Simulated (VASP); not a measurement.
Wanted: the native input for a VASP 6.6.1 run.

```yaml
Task: single point
Functional: LDA
Potentials_or_basis: VASP PAW LDA potentials, release 64 (Ga_d)
Cutoff: 520 eV
k_mesh: 12 × 12 × 10
Occupations: fermi-dirac, width 0.08 eV
Spin: no spin polarisation
Dipole_correction: no
Further_INCAR_settings: ALGO = Normal; EDIFF = 1e-06; NBANDS = 20
```

The structure of Ga lies in POSCAR:

```
Ga
1.0
    1.4065000000     -3.9430500000      0.0000000000
    1.4065000000      3.9430500000      0.0000000000
    0.0000000000      0.0000000000      3.1700000000
Ga
2
Direct
    0.8670000000      0.1330000000      0.2500000000
    0.1330000000      0.8670000000      0.7500000000
```

This cell differs from its parent crystal: equal xx and yy strain of -3 %.

The input as run:

INCAR

```
SYSTEM = Ga
  ALGO = Normal
  EDIFF = 1E-6
  ENCUT = 520
  ISIF = 2
  ISMEAR = -1
  LASPH = .True.
  LCHARG = .False.
  LREAL = .False.
  LWAVE = .False.
  NBANDS = 20
  NELM = 100
  PREC = Accurate
  SIGMA = 0.08
```

KPOINTS

```
k-points
0
Gamma
  12 12 10
  0 0 0
```

Potentials or basis: VASP PAW LDA potentials, release 64 (Ga_d).

Command:

```sh
$ cat potpaw_LDA.64/Ga_d/POTCAR > POTCAR
$ mpirun -np 1 vasp_std > vasp.out
```

Results of the run:

```yaml
Pressure: -0.8 GPa
Largest_force: 0.198 eV/Å
Band_gap_on_the_k_mesh: zero (band 13 reaches 10.76 eV, above the bottom of band 14 at 1.43 eV)
```

Caveat: the cell differs from its parent crystal (equal xx and yy strain of -3 %).

It took 71 s on 1 thread of Intel(R) Xeon(R) Platinum 8259CL CPU @ 2.50GHz (Skylake/Cascade Lake), on a shared host, peak memory 0.25 GiB.
